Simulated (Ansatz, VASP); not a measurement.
# One calculation of SnTe, two programs

File INCAR:

```
PREC = Accurate
ENCUT = 520
EDIFF = 1E-6
ISMEAR = 0
SIGMA = 0.03
LREAL = False
LASPH = True
NELM = 60
ALGO = Normal
ISIF = 2
LWAVE = False
LCHARG = True
GGA = PS
LELF = True
LVHAR = True
NBANDS = 17
```

File KPOINTS:

```
regular mesh
0
Gamma
  10 10 10
```

POSCAR

```
SnTe
1.0
    0.0000000000      3.1565000000      3.1565000000
    3.1565000000      0.0000000000      3.1565000000
    3.1565000000      3.1565000000      0.0000000000
Sn Te
1 1
Direct
    0.0000000000      0.0000000000      0.0000000000
    0.5000000000      0.5000000000      0.5140010055
```

Input for Ansatz:

```yaml
crystal:
  lattice:
    - [0.0, 3.1565, 3.1565]
    - [3.1565, 0.0, 3.1565]
    - [3.1565, 3.1565, 0.0]
  atoms:
    - { symbol: Sn, position: [0.0, 0.0, 0.0] }
    - { symbol: Te, position: [0.5, 0.5, 0.5140010055] }
basis:
  ecutwfc: 420
kpoints:
  mp_grid: { grid: [10, 10, 10] }
hamiltonian:
  xc: pbesol
scf:
  occupations: { method: gaussian, width: 0.03 }
output:
  forces: true
  stress: true
  eigenvalues: true
```

Change from the starting cell: all Te atoms moved +0.062 Å, as atom 2 along Cartesian [1 1 0].

Alike in both runs: task single point; functional PBEsol; k mesh 10 × 10 × 10; occupations gaussian, width 0.03 eV; no spin polarisation.

|  | VASP | Ansatz |
| --- | --- | --- |
| version | VASP 6.6.1 | Ansatz 0.2.0 |
| potentials or method | VASP PAW PBE potentials, release 64 (Sn_d, Te), cutoff 520 eV | scalar-relativistic, plane waves, PAW |
| valence electrons in the cell | 20 | 30 |

|  | VASP | Ansatz | Ansatz less VASP |
| --- | --- | --- | --- |
| gap on the k mesh at the Fermi level (eV) | 0.12 | 0.11 | -0.001 |
| least direct gap on the mesh (eV) | 0.12 | 0.11 | -0.001 |
| pressure (GPa) | -0.5 | -0.5 | +0.02 |
| rms of the force components (eV/Å) | 0.005 | 0.003 | -0.0014 |

VASP's potentials were made for PBE, not for PBEsol. Atom by atom the forces differ by 0.001 eV/Å (rms over components). VASP's potentials hold 20 valence electrons a cell and Ansatz's 30, so a difference there can come from the potentials and not from the codes.

Neither program's run includes spin-orbit coupling.
